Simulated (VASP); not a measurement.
# H17O8F in VASP: notebook

H17O8F is run at these levels: PBE+D3(BJ); tasks: single point.

Program: VASP 6.6.1. These are calculated values, not measurements. Logs are shortened: lines on timing, memory, paths and dates and some standing lists are left out, and cuts for length are marked.

### 1 The cell of the first run

The cell holds an amorphous packing of atoms, 26 atoms: a = 6.495 Å, b = 6.495 Å, c = 6.495 Å, α = 90.00°, β = 90.00°, γ = 90.00°.

### 2 Single point, PBE+D3(BJ)

INCAR reads:

```
SYSTEM = H17O8F
ALGO     = Normal         ! electronic algorithm
EDIFF    = 1E-7           ! SCF threshold, eV
ENCUT    = 520            ! plane-wave cutoff, eV
GGA      = PE             ! functional
ISIF     = 2              ! what is computed and relaxed
ISMEAR   = -1             ! smearing method
IVDW     = 12             ! dispersion correction
LASPH    = .TRUE.         ! aspherical terms in the spheres
LCHARG   = .FALSE.        ! write CHGCAR
LREAL    = Auto         
LWAVE    = .FALSE.        ! write WAVECAR
NBANDS   = 55             ! bands
NELM     = 80             ! most SCF steps
PREC     = Accurate       ! precision mode
SIGMA    = 0.02           ! smearing width, eV
```

KPOINTS reads:

```
k-points
0
G
  1 1 1
  0 0 0
```

POSCAR reads:

```
H17O8F
1.0
    6.4950650000      0.0000000000      0.0000000000
    0.0000000000      6.4950650000      0.0000000000
    0.0000000000      0.0000000000      6.4950650000
O H F
8 17 1
Direct
    0.5839510459     -0.0822162673      0.6630264670
    0.5243057614      0.3408895831      0.1628313189
    0.0857420211      0.5859833581      0.4741292042
    0.3501427622      0.2542083874      0.5332048255
    0.8337868828      0.4938980595      0.9305218654
    0.5886007299      0.8040874110      0.0412005115
    0.6802549320      0.5835199494      0.4507268211
    0.1500831785      0.9901209611      0.1928849057
    0.7211013285     -0.1155646633      0.6542043844
    0.5680774557      0.0495607049      0.5806408404
    0.6017337779      0.2766100108      0.0596914734
    0.4256770333      0.2432924074      0.2175959748
   -0.0725935768      0.5838124792      0.4378401140
    0.1128549137      0.4400571819      0.4958072013
    0.2878801059      0.1470808991      0.4636597170
    0.3166711957      0.2043551527      0.6732342171
    0.7710007521      0.6296626747      0.9795129071
    0.8726779486      0.4700491835      1.0830068675
    0.6156212447      0.9499366057     -0.0410157558
    0.4368701468      0.8575279847      0.0567969682
    0.7144963137      0.4896332831      0.3273408349
    0.6211485181      0.5048756248      0.5546980669
    0.0990598247      0.9549558011      0.0538716703
    0.1656796352      0.8266429974      0.2472954466
    0.0886981116      0.7807774056      0.6286619149
    0.0374284168      0.9054874740      0.6739578434
```

Potentials or basis: VASP PAW PBE potentials, release 64 (O, H, F).

Launch:

```sh
> cat potpaw_PBE.64/O/POTCAR potpaw_PBE.64/H/POTCAR potpaw_PBE.64/F/POTCAR > POTCAR
> mpirun -np 1 vasp_gam > vasp.out
```

OUTCAR:

```text
SYSTEM = H17O8F
   EDIFF = 1E-7
   ENCUT = 520
   GGA = PE
   ISIF = 2
   ISMEAR = -1
   IVDW = 12
   LASPH = .TRUE.
   LREAL = Auto
   NELM = 80
   PREC = Accurate
 IVDW          = 12

 ion  position               nearest neighbor table
   1  0.584  0.918  0.663-   9 0.92  10 1.01
   2  0.524  0.341  0.163-  11 0.94  12 0.97
   3  0.086  0.586  0.474-  14 0.97  13 1.06
   4  0.350  0.254  0.533-  15 0.92  16 0.99
   5  0.834  0.494  0.931-  17 1.02  18 1.03
   6  0.589  0.804  0.041-  20 1.05  19 1.10
   7  0.680  0.584  0.451-  22 0.93  21 1.03
   8  0.150  0.990  0.193-  23 0.99  24 1.12
   9  0.721  0.884  0.654-   1 0.92
  10  0.568  0.050  0.581-   1 1.01
  11  0.602  0.277  0.060-   2 0.94
  12  0.426  0.243  0.218-   2 0.97
  13  0.927  0.584  0.438-   3 1.06
  14  0.113  0.440  0.496-   3 0.97
[... 10 lines left out ...]
  25  0.089  0.781  0.629-  26 0.92
  26  0.037  0.905  0.674-  25 0.92

  LATTYP: Found a simple cubic cell.
 ALAT       =     6.4950650000

  Lattice vectors:

 A1 = (   6.4950650000,   0.0000000000,   0.0000000000)
 A2 = (   0.0000000000,   6.4950650000,   0.0000000000)
 A3 = (   0.0000000000,   0.0000000000,   6.4950650000)

Analysis of symmetry for initial positions (statically):
=====================================================================
 Subroutine PRICEL returns:
 Original cell was already a primitive cell.

 Routine SETGRP: Setting up the symmetry group for a
 simple cubic supercell.

 Subroutine GETGRP returns: Found  1 space group operations
 (whereof  1 operations were pure point group operations)
 out of a pool of 48 trial point group operations.

The static configuration has the point symmetry C_1 .

Analysis of symmetry for dynamics (positions and initial velocities):
=====================================================================
 Subroutine PRICEL returns:
 Original cell was already a primitive cell.

 Routine SETGRP: Setting up the symmetry group for a
 simple cubic supercell.

 Subroutine GETGRP returns: Found  1 space group operations
 (whereof  1 operations were pure point group operations)
 out of a pool of 48 trial point group operations.

The dynamic configuration has the point symmetry C_1 .

 Subroutine INISYM returns: Found  1 space group operations
 (whereof  1 operations are pure point group operations),
 and found     1 'primitive' translations

----------------------------------------------------------------------------------------

                                     Primitive cell

  volume of cell :     274.0000

  direct lattice vectors                    reciprocal lattice vectors
     6.495065000  0.000000000  0.000000000     0.153963047  0.000000000  0.000000000
     0.000000000  6.495065000  0.000000000     0.000000000  0.153963047  0.000000000
     0.000000000  0.000000000  6.495065000     0.000000000  0.000000000  0.153963047

  length of vectors
     6.495065000  6.495065000  6.495065000     0.153963047  0.153963047  0.153963047

  position of ions in fractional coordinates (direct lattice)
     0.583951046  0.917783733  0.663026467
     0.524305761  0.340889583  0.162831319
     0.085742021  0.585983358  0.474129204
     0.350142762  0.254208387  0.533204826
     0.833786883  0.493898059  0.930521865
     0.588600730  0.804087411  0.041200512
[... 18 lines left out ...]
     0.088698112  0.780777406  0.628661915
     0.037428417  0.905487474  0.673957843

  ion indices of the primitive-cell ions
   primitive index   ion index
                 1           1
                 2           2
                 3           3
                 4           4
                 5           5
                 6           6
[... 18 lines left out ...]
                25          25
                26          26

----------------------------------------------------------------------------------------

 KPOINTS: k-points

Automatic generation of k-mesh.
 Grid dimensions read from file:
 generate k-points for:    1    1    1

 Generating k-lattice:

[... 42 lines left out ...]
   POTIM  = 0.5000    time-step for ionic-motion
   TEBEG  =    0.0;   TEEND  =   0.0 temperature during run
   PSTRESS=    0.0 pullay stress
   NELECT =      72.0000    total number of electrons
   NUPDOWN=      -1.0000    fix difference up-down
   EMIN   =  10.00;   EMAX   =-10.00  energy-range for DOS
   EFERMI =   0.00;   METHOD = LEGACY
   ISMEAR =    -1;   SIGMA  =   0.02  broadening in eV -4-tet -1-fermi 0-gaus
   EFERMI_NEDOS =   21; number of points for ismear=-14 and -15
   IALGO  =     38    algorithm
   IMIX   =      4    mixing-type and parameters
     AMIX     =   0.40;   BMIX     =  1.00
     AMIX_MAG =   1.60;   BMIX_MAG =  1.00
  volume/ion in A,a.u.               =      10.54        71.12
  Fermi-wavevector in a.u.,A,eV,Ry     =   1.048581  1.981532 14.959919  1.099523
  Thomas-Fermi vector in A             =   2.183509
   LORBIT       =      0    0 simple, 1 ext, 2 COOP (PROOUT), +10 PAW based schemes
   GGA     = PE    functional components
   LHFCALC =     F    Hartree Fock is set to
   AEXX    =    0.0000 exact exchange contribution
   IVDW    =    12    specifies the selected vdW correction
   LEPSILON=     F    determine dielectric tensor
   LRPA    =     F    only Hartree local field effects (RPA)
 non-spin polarized calculation
  energy-cutoff  :      520.00
  volume of cell :      274.00
 maximum number of plane-waves:      3625
   NGX = 25   NGY = 25   NGZ = 25

 number of electron      72.0000012 magnetization

 Free energy of the ion-electron system (eV)
  ---------------------------------------------------
  ext. energy  EPLUGINS =         0.00000000
  ---------------------------------------------------
  free energy    TOTEN  =      -121.30489228 eV

  energy without entropy =     -121.30489228  energy(sigma->0) =     -121.30489228

 E-fermi :  -2.7534     XC(G=0):  -6.6920

 val. band max:       -3.3180458641   @ k =   0.0000   0.0000   0.0000
 cond. band min:       0.3390347030   @ k =   0.0000   0.0000   0.0000
 fundamental gap:      3.6570805671
 Fermi energy:        -2.7534282926

 k-point     1 :       0.0000    0.0000    0.0000
  band No.  band energies     occupation
      1     -26.7199      2.00000
      2     -23.6533      2.00000
      3     -22.5661      2.00000
      4     -22.2585      2.00000
      5     -22.1595      2.00000
      6     -22.0210      2.00000
[... 40 lines left out ...]
     47       6.2414      0.00000
     48       6.6213      0.00000
 [bands above 48 left out]

------------------------ aborting loop because EDIFF is reached ----------------------------------------

 Edisp (eV)   -0.82874

 E8    (eV) :    -0.1691

  FORCE on cell =-STRESS in cart. coord.  units (eV):
  Direction    XX          YY          ZZ          XY          YZ          ZX
  --------------------------------------------------------------------------------------
  -------------------------------------------------------------------------------------
  Total       3.14895    -3.06889     1.24981     0.46049     2.72429    -1.75348
  in kB      18.41303   -17.94493     7.30808     2.69266    15.92994   -10.25322
  external pressure =        2.59 kB  Pullay stress =        0.00 kB

 VOLUME and BASIS-vectors are now :
 -----------------------------------------------------------------------------
  energy-cutoff  :      520.00
  volume of cell :      274.00
      direct lattice vectors                 reciprocal lattice vectors
     6.495065000  0.000000000  0.000000000     0.153963047  0.000000000  0.000000000
     0.000000000  6.495065000  0.000000000     0.000000000  0.153963047  0.000000000
     0.000000000  0.000000000  6.495065000     0.000000000  0.000000000  0.153963047

 POSITION                                       TOTAL-FORCE (eV/Angst)
 -----------------------------------------------------------------------------------
      3.79280      5.96106      4.30640        -3.383879      3.043236     -0.503660
      3.40540      2.21410      1.05760        -0.994573      0.721787      1.144121
      0.55690      3.80600      3.07950        -1.730010      0.232726     -1.148226
      2.27420      1.65110      3.46320         0.678893      1.414028      2.761127
      5.41550      3.20790      6.04380         0.604930      1.018609      3.406948
      3.82300      5.22260      0.26760        -2.105935      5.069790     -0.861224
[... 18 lines left out ...]
      0.57610      5.07120      4.08320         0.676881     -2.675234     -1.099550
      0.24310      5.88120      4.37740        -0.723952      2.655985      1.332721
 -----------------------------------------------------------------------------------
    total drift:                                0.002735      0.007137     -0.004850

  FREE ENERGIE OF THE ION-ELECTRON SYSTEM (eV)
  ---------------------------------------------------
  free  energy   TOTEN  =      -122.1336289134 eV

  energy  without entropy=     -122.1336289134  energy(sigma->0) =     -122.13362891
```

Run time: 28 s. Hardware: 1 thread of Intel Xeon 6975P-C, shared host; peak memory 0.3 GiB.

Results:

| Item | Value |
| --- | --- |
| Free energy | -122.1336 eV |
| Pressure | 0.3 GPa |
| Largest force | 5.557 eV/Å |
| Band gap on the k mesh | 3.66 eV |
| Dispersion energy per atom | -0.032 eV |

Forces on the atoms (eV/Å):
```
O   -3.384  3.043 -0.504
O   -0.995  0.722  1.144
O   -1.730  0.233 -1.148
O    0.679  1.414  2.761
O    0.605  1.019  3.407
O   -2.106  5.070 -0.861
O    2.422  0.668 -3.571
O    0.541 -4.334  0.452
H    3.186 -0.897 -0.416
H    0.267 -1.378  0.704
H    0.946 -0.801 -1.631
H    0.082 -0.151 -0.130
H    1.446  0.499  1.274
H    0.779  0.077  0.207
H   -1.530 -2.437 -2.202
H    0.253  0.631 -0.166
H   -0.521 -0.641 -1.528
H    0.260 -0.722 -2.287
H    0.287 -3.434  0.934
H    1.929 -1.790  0.358
H   -2.012  0.713  1.771
H   -0.960 -1.601  1.533
H   -0.017  0.577  0.249
H   -0.378  3.540 -0.584
H    0.677 -2.675 -1.100
F   -0.724  2.656  1.333
```

Stress tensor (GPa, compression positive):
```
 1.84  0.27 -1.03
 0.27 -1.79  1.59
-1.03  1.59  0.73
```

Caveat: the k points lie up to 0.97 Å⁻¹ apart.

### 3 Single point, PBE+D3(BJ)

INCAR reads:

```
PREC = Accurate
ENCUT = 520
EDIFF = 1E-7
ISMEAR = -1
SIGMA = 0.02
LREAL = Auto
LASPH = T
NELM = 80
ALGO = Normal
ISIF = 2
LWAVE = F
LCHARG = F
GGA = PE
IVDW = 12
NBANDS = 55
```

KPOINTS reads:

```
regular mesh
0
Gamma
  1 1 1
```

POSCAR reads:

```
H17O8F
1.0
    6.4950650000      0.0000000000      0.0000000000
    0.0000000000      6.4950650000      0.0000000000
    0.0000000000      0.0000000000      6.4950650000
O H F
8 17 1
Direct
    0.6653821016     -0.0388756695      0.6151439593
    0.4665388260      0.2224150182      0.1425389892
    0.1065732214      0.5552985228      0.4946678748
    0.3623828245      0.2425533848      0.5882312186
    0.8014546429      0.4315584217      0.9087976795
    0.6991154053      0.8077979204      0.0814464520
    0.6873064396      0.5434125755      0.3670017159
    0.1892359815      0.9534315669      0.1374120197
    0.7416707916      0.0531018550      0.5226121679
    0.5879078962     -0.1208763885      0.5360377456
    0.5678773038      0.1946400844      0.0401535627
    0.3343923425      0.2684499693      0.0828013269
    0.1251411649      0.5307876057      0.3342845684
    0.1634779637      0.4294491279      0.5652907246
    0.4019975166      0.2699895998      0.4430748576
    0.5041981874      0.2315142343      0.6515408237
    0.7490148290      0.5863374731      0.9781118434
    0.9183895773      0.3793957412      0.9729078924
    0.5612414964      0.7851037672      0.1253875057
    0.7750345839      0.7202699280      0.1942705731
    0.6225187893      0.4532364187      0.4662001073
    0.7969281293      0.6003173178      0.4751607567
    0.0539948407      0.9176197621      0.0925163951
    0.1713454754      0.9854558807      0.2939924389
    0.0765966160      0.7481218433      0.5754984746
    0.0573204425      0.8942481715      0.6314640423
```

Potentials or basis: VASP PAW PBE potentials, release 64 (O, H, F).

Launch:

```sh
> cat potpaw_PBE.64/O/POTCAR potpaw_PBE.64/H/POTCAR potpaw_PBE.64/F/POTCAR > POTCAR
> mpirun -np 1 vasp_gam > vasp.out
```

Wall time 33 s (1 thread of Intel Xeon 6975P-C, shared host); peak memory 0.3 GiB.

It converged, with:

| Property | Result |
| --- | --- |
| Free energy | -122.0246 eV |
| Pressure | -0.3 GPa |
| Largest force | 5.318 eV/Å |
| Band gap on the k mesh | 3.36 eV |
| Dispersion energy per atom | -0.032 eV |

Forces in eV/Å, atoms in the order of the input:
```
O    2.930  3.524  2.696
O   -1.243  0.985  1.490
O    0.281 -1.442 -3.183
O    1.183  0.957 -0.417
O   -3.120  3.338 -0.591
O    2.794 -1.442  0.961
O    2.313  1.120  2.911
O    0.163  0.419  2.945
H   -0.020 -0.716  0.290
H   -3.009 -2.806 -2.958
H    0.530  0.222 -0.941
H    1.151 -0.796 -0.248
H   -0.241  0.592  3.214
H    0.227  0.474 -0.142
H   -0.255 -0.604  0.157
H   -1.422 -0.483 -0.008
H    1.292 -2.842 -1.448
H    1.787 -0.557  1.233
H   -1.411  0.110  0.256
H   -1.518  1.537 -1.522
H   -0.632 -0.460 -0.130
H   -1.514 -0.822 -1.870
H   -1.083 -0.218 -0.479
H    0.280 -0.599 -2.372
H    0.112  1.206  0.622
F    0.425 -0.700 -0.466
```

Stress tensor (GPa, compression positive):
```
 2.98  2.56  0.35
 2.56 -0.90 -0.53
 0.35 -0.53 -3.09
```

Levels at points of the mesh, in eV from the valence-band top:
```csv
k point,band 34,band 35,band 36,band 37,band 38,band 39
"(0.00, 0.00, 0.00)",-0.50,-0.25,0.00,3.36,5.87,6.94
```

Caveat: the k points lie up to 0.97 Å⁻¹ apart.

### 4 Single point, PBE+D3(BJ)

INCAR reads:

```
SYSTEM = H17O8F
ALGO     = Normal         ! electronic algorithm
EDIFF    = 1E-6           ! SCF threshold, eV
ENCUT    = 520            ! plane-wave cutoff, eV
GGA      = PE             ! functional
ISIF     = 2              ! what is computed and relaxed
ISMEAR   = -1             ! smearing method
IVDW     = 12             ! dispersion correction
LASPH    = .TRUE.         ! aspherical terms in the spheres
LCHARG   = .FALSE.        ! write CHGCAR
LREAL    = Auto         
LWAVE    = .FALSE.        ! write WAVECAR
NBANDS   = 55             ! bands
NELM     = 80             ! most SCF steps
PREC     = Accurate       ! precision mode
SIGMA    = 0.02           ! smearing width, eV
```

KPOINTS reads:

```
k-points
0
G
  1 1 1
  0 0 0
```

POSCAR reads:

```
H17O8F
1.0
    6.4950650000      0.0000000000      0.0000000000
    0.0000000000      6.4950650000      0.0000000000
    0.0000000000      0.0000000000      6.4950650000
O H F
8 17 1
Direct
    0.6977759268     -0.0144879228      0.6246588756
    0.4674010191      0.2112988862      0.1466498026
    0.0778745093      0.5543901408      0.4959611644
    0.4200881746      0.3107744110      0.5771612755
    0.8001767496      0.3884641647      0.8087524913
    0.7768667442      0.8373588255      0.1546712773
    0.6256904280      0.5641513980      0.4024594057
    0.1502833305      0.9247944401      0.1711299271
    0.7822862435      0.0590448287      0.7232414148
    0.6593005613     -0.1651715572      0.6620103109
    0.5649981948      0.2804744833      0.0560271529
    0.3915742183      0.0927935286      0.1061421248
    0.1828927039      0.6063834619      0.4002577341
    0.1739166583      0.4540832155      0.5472462554
    0.4166086098      0.2370723003      0.4330672595
    0.4068781452      0.1787818906      0.6842579712
    0.6600703765      0.3199814013      0.7364976332
    0.7157126218      0.5284319710      0.7854270896
    0.7118789419      0.9618379493      0.1001837549
    0.7144963137      0.8177593296      0.2863096828
    0.6681380402      0.4380864549      0.4504804802
    0.7327871238      0.5968531493      0.3095581030
    0.1337630955      0.9618225530      0.0241106132
    0.0179366950      0.8764808358      0.1950249921
    0.0803071255      0.7591763901      0.6498780228
    0.1256800355      0.9007608084      0.6522028648
```

Launch:

```sh
> cat potpaw_PBE.64/O/POTCAR potpaw_PBE.64/H/POTCAR potpaw_PBE.64/F/POTCAR > POTCAR
> mpirun -np 1 vasp_gam > vasp.out
```

Run time: 34 s. Hardware: 1 thread of Intel Xeon 6975P-C, shared host; peak memory 0.3 GiB.

It converged, with:

- Free energy: -121.9810 eV
- Pressure: 0.7 GPa
- Largest force: 5.838 eV/Å
- Band gap on the k mesh: 4.04 eV
- Dispersion energy per atom: -0.032 eV

Forces in eV/Å, atoms in the order of the input:
```
O   -1.522 -2.122 -0.126
O    0.828  1.138  1.397
O    0.349  0.739 -0.718
O   -0.918 -4.285  1.336
O   -5.482  1.271 -1.553
O   -0.245  0.203 -1.339
O   -1.435  2.737 -0.467
O    3.641  1.492 -1.871
H    0.431 -0.746  0.223
H    1.013  2.622 -0.296
H   -0.213 -0.439 -0.363
H   -0.516 -0.832 -0.733
H   -0.595  0.803 -0.502
H    0.312 -1.533  1.235
H    0.278  0.991  1.764
H    0.022  2.705 -2.866
H    2.752  0.613  0.914
H    2.395 -1.971  0.836
H    0.013 -0.051  0.273
H   -0.647  0.684  0.981
H    0.668 -2.836  1.400
H    1.101 -0.144 -1.080
H    0.227 -0.289  0.573
H   -2.835 -0.925  0.851
H    0.214 -0.429 -0.783
F    0.166  0.604  0.912
```

Stress tensor (GPa, compression positive):
```
 2.01  0.70 -1.33
 0.70  0.75 -1.17
-1.33 -1.17 -0.72
```

Levels at points of the mesh, in eV from the valence-band top:
```
           k point  band 34  band 35  band 36  band 37  band 38  band 39
(0.00, 0.00, 0.00)    -0.40    -0.34     0.00     4.04     6.55     7.41
```

Caveat: the k points lie up to 0.97 Å⁻¹ apart.
